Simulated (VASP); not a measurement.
Wanted: the native input for a VASP 6.6.1 run.

```yaml
Task: single point
Functional: LDA
Potentials_or_basis: VASP PAW LDA potentials, release 64 (Ca_sv, Y_sv)
Cutoff: 520 eV
k_mesh: 6 × 6 × 6
Occupations: methfessel-paxton, width 0.1 eV
Spin: no spin polarisation
Dipole_correction: no
Further_INCAR_settings: ALGO = Normal; EDIFF = 1e-06; NBANDS = 28
```

The structure of Ca3Y lies in POSCAR:

```
Ca3Y
1.0
   -2.7179860822      2.7179860822      5.5100935458
    2.7179860822     -2.7179860822      5.5100935458
    2.7179860822      2.7179860822     -5.5100935458
Ca Y
3 1
Direct
    0.7500000000      0.2500000000      0.5000000000
    0.2500000000      0.7500000000      0.5000000000
    0.5000000000      0.5000000000      0.0000000000
    0.0000000000      0.0000000000      0.0000000000
```

The input as run:

INCAR

```
ALGO = Normal ; EDIFF = 1E-6
ENCUT = 520 ; GGA = CA
ISIF = 2 ; ISMEAR = 1
LASPH = True ; LCHARG = True
LELF = True ; LREAL = False
LVHAR = True ; LWAVE = False
NBANDS = 28 ; NELM = 60
PREC = Accurate ; SIGMA = 0.1
```

KPOINTS

```
k-points
0
Gamma
  6 6 6
```

Potentials or basis: VASP PAW LDA potentials, release 64 (Ca_sv, Y_sv).

Command:

```sh
$ cat potpaw_LDA.64/Ca_sv/POTCAR potpaw_LDA.64/Y_sv/POTCAR > POTCAR
$ mpirun -np 1 vasp_std > vasp.out
```

Results of the run:

```json
{
 "Pressure": "-2.7 GPa",
 "Band gap on the k mesh": "zero (an odd number of electrons rules out a gap without spin polarisation)"
}
```

Run time: 6.7 min on 1 thread of Oxide Virtual Turin-like Processor, on a shared host, peak memory 0.32 GiB.
